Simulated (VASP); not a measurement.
# MoAu6: single point with PBE

Crystal: MoAu6.

```
CELL_PARAMETERS angstrom
6.45193 0.00000 0.00000
0.00000 6.45193 0.00000
0.00000 0.00000 6.45193
ATOMIC_POSITIONS crystal
Mo 0.00000 0.00000 0.00000
Au 0.80262 0.50000 0.50000
Au 0.19738 0.50000 0.50000
Au 0.50000 0.50000 0.80262
Au 0.50000 0.50000 0.19738
Au 0.50000 0.19738 0.50000
Au 0.50000 0.80262 0.50000
```

```
Program                : VASP 6.6.1
Task                   : single point
Functional             : PBE
Potentials or basis    : VASP PAW PBE potentials, release 64 (Mo_sv, Au)
Cutoff                 : 520 eV
k mesh                 : 4 × 4 × 4
Occupations            : gaussian, width 0.1 eV
Spin                   : no spin polarisation
Dipole correction      : no
Further INCAR settings : ALGO = Normal; EDIFF = 1e-06; NBANDS = 49
```

```json
{
  "Pressure": "-0.1 GPa",
  "Band gap on the k mesh": "zero (band 40 reaches 1.60 eV, above the bottom of band 41 at 1.53 eV)"
}
```

Levels at points of the mesh, in eV from the Fermi level:
```tsv
k point	band 36	band 37	band 38	band 39	band 40	band 41	band 42	band 43	band 44	band 45
(0.00, 0.00, 0.00)	-0.35	-0.35	0.01	0.01	0.01	0.07	0.24	0.24	0.27	0.27
(0.50, 0.00, 0.00)	-0.80	-0.07	-0.06	-0.06	-0.03	0.02	0.02	0.67	0.79	1.38
(0.50, 0.50, 0.00)	-1.21	-1.18	-0.22	-0.12	-0.03	-0.03	0.03	0.16	0.52	2.05
(0.50, 0.50, 0.50)	-1.30	-1.17	-1.17	0.04	0.04	0.14	0.14	0.14	0.53	1.33
```

Run time: 80 s on 1 thread of Intel(R) Xeon(R) 6975P-C (Granite Rapids), with other jobs on the host, peak memory 0.38 GiB.

Caveat: spin-orbit coupling is left out, which moves the levels of the heavy elements.
